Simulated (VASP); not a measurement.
**AlNi3: single point with PBEsol**

Crystal: AlNi3.

```
Al Ni
1.0
     0.13524    2.82203    2.82203
     2.82203    0.13524    2.82203
     2.82203    2.82203    0.13524
Al Ni
1 3
Direct
  0.50000 0.50000 0.50000
  0.25000 0.25000 0.25000
  0.00000 0.00000 0.00000
  0.75000 0.75000 0.75000
```

```yaml
Program: VASP 6.6.1
Task: single point
Functional: PBEsol
Potentials_or_basis: VASP PAW PBE potentials, release 64 (Al, Ni)
Cutoff: 520 eV
k_mesh: 14 × 14 × 14
Occupations: gaussian, width 0.15 eV
Spin: no spin polarisation
```

- Pressure: 12.4 GPa
- Largest force: 0.087 eV/Å
- Band gap on the k mesh: zero (an odd number of electrons rules out a gap without spin polarisation)

Forces on the atoms (eV/Å):
```
Al   0.000  0.000  0.000
Ni  -0.050 -0.050 -0.050
Ni   0.000  0.000  0.000
Ni   0.050  0.050  0.050
```

Stress tensor (GPa, compression positive):
```
12.37 -7.53 -7.53
-7.53 12.37 -7.53
-7.53 -7.53 12.37
```

Levels at points of the mesh, in eV from the Fermi level:
```csv
k point,band 13,band 14,band 15,band 16,band 17,band 18,band 19,band 20
"(0.00, 0.00, 0.00)",-0.62,-0.62,-0.52,-0.52,4.73,5.61,5.97,5.97
"(0.50, 0.00, 0.00)",-0.83,-0.63,-0.54,-0.47,-0.15,4.12,4.43,4.74
"(0.50, 0.50, 0.00)",-0.93,-0.80,-0.65,-0.48,-0.35,-0.31,-0.03,4.27
"(0.50, 0.50, 0.50)",-0.60,-0.60,-0.52,-0.52,-0.17,4.90,4.90,5.46
```

It took 4.2 min on 1 thread of AMD EPYC 9R45 96-Core Processor (Zen 5), on a shared host, peak memory 0.32 GiB.

Caveat: the cell stands under pressure; the PAW data sets were made with another functional, which shifts forces and pressure a little. Spin polarisation is off, so any magnetic state and its effect on volume and gap are missing.
